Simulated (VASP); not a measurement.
Write the native input for VASP 6.6.1 that does the following.

| Quantity | Value |
| --- | --- |
| Task | single point |
| Functional | PBEsol |
| Potentials or basis | VASP PAW PBE potentials, release 64 (Al, Cu) |
| Cutoff | 600 eV |
| k mesh | 7 × 7 × 7 |
| Occupations | methfessel-paxton, width 0.1 eV |
| Spin | no spin polarisation |
| Dipole correction | no |
| Further INCAR settings | ALGO = Normal; EDIFF = 1e-06; NBANDS = 26 |

The structure of AlCu3 lies in POSCAR:

```
AlCu3
1.0
    4.0382680274      0.0000000000      0.0000000000
    0.0000000000      4.0382680274      0.0000000000
    0.0000000000      0.0000000000      4.0382680274
Al Cu
1 3
Direct
    0.0000000000      0.0000000000      0.0000000000
    0.5000000000      0.0000000000      0.0000000000
    0.0000000000      0.0000000000      0.5000000000
    0.0000000000      0.5000000000      0.0000000000
```

One way to write it, as run:

INCAR

```
ALGO     = Normal         # electronic algorithm
EDIFF    = 1E-6           # SCF threshold, eV
ENCUT    = 600            # plane-wave cutoff, eV
GGA      = PS             # functional
GGA_COMPAT= F            
ISIF     = 2              # what is computed and relaxed
ISMEAR   = 1              # smearing method
LASPH    = T              # aspherical terms in the spheres
LCHARG   = F              # write CHGCAR
LREAL    = F              # projectors in reciprocal space
LWAVE    = F              # write WAVECAR
NBANDS   = 26             # bands
NELM     = 120            # most SCF steps
PREC     = Accurate       # precision mode
SIGMA    = 0.1            # smearing width, eV
```

KPOINTS

```
k-points
0
Gamma
  7 7 7
```

Potentials or basis: VASP PAW PBE potentials, release 64 (Al, Cu).

Run with:

```console
$ cat potpaw_PBE.64/Al/POTCAR potpaw_PBE.64/Cu/POTCAR > POTCAR
$ mpirun -np 1 vasp_std > vasp.out
```

Results of the run:

The pressure is 30.3 GPa and the band gap on the k mesh is zero (bands 18 and 19 overlap by 1.84 eV).

Caveat: the cell stands under pressure; the PAW data sets were made with another functional, which shifts forces and pressure a little.

Wall time 30 s on 1 thread of Intel(R) Xeon(R) Platinum 8375C CPU @ 2.90GHz (Ice Lake), with other jobs on the host, peak memory 0.19 GiB.
